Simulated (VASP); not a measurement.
Write the native input for VASP 6.6.1 that does the following.

```
Task                   : single point
Functional             : PBEsol
Potentials or basis    : VASP PAW PBE potentials, release 64 (Ta_pv, N)
Cutoff                 : 520 eV
k mesh                 : 18 × 18 × 10
Occupations            : gaussian, width 0.15 eV
Spin                   : no spin polarisation
Dipole correction      : no
Further INCAR settings : ALGO = Normal; EDIFF = 1e-06; NBANDS = 20
```

The structure of Ta2N lies in POSCAR:

```
Ta2N
1.0
    2.9667829627      0.0000000000      0.0000000000
   -1.4833914813      2.5693094132      0.0000000000
    0.0000000000      0.0000000000      5.0892194942
Ta N
2 1
Direct
    0.6666666667      0.3333333333      0.7463700642
    0.3333333333      0.6666666667      0.2536299358
    0.0000000000      0.0000000000      0.0000000000
```

These files were run (other wordings do the same):

INCAR

```
SYSTEM = Ta2N
PREC = Accurate
ENCUT = 520
EDIFF = 1E-6
ISMEAR = 0
SIGMA = 0.15
LREAL = .FALSE.
LASPH = .TRUE.
NELM = 100
ALGO = Normal
ISIF = 2
LWAVE = .FALSE.
LCHARG = .TRUE.
GGA = PS
LELF = .TRUE.
LVHAR = .TRUE.
NBANDS = 20
```

KPOINTS

```
regular mesh
0
G
  18 18 10
  0 0 0
```

Potentials or basis: VASP PAW PBE potentials, release 64 (Ta_pv, N).

Launch:

```sh
$ cat potpaw_PBE.64/Ta_pv/POTCAR potpaw_PBE.64/N/POTCAR > POTCAR
$ mpirun -np 1 vasp_std > vasp.out
```

It gave:

- Pressure: 8.0 GPa
- Largest force: 0.894 eV/Å
- Band gap on the k mesh: zero (an odd number of electrons rules out a gap without spin polarisation)

Caveat: the cell stands under pressure; the PAW data sets were made with another functional, which shifts forces and pressure a little; spin-orbit coupling is left out, which moves the levels of the heavy elements.

Run time: 3.8 min on 1 thread of Intel(R) Xeon(R) Platinum 8175M CPU @ 2.50GHz (Skylake/Cascade Lake) (shared host), peak memory 0.34 GiB.
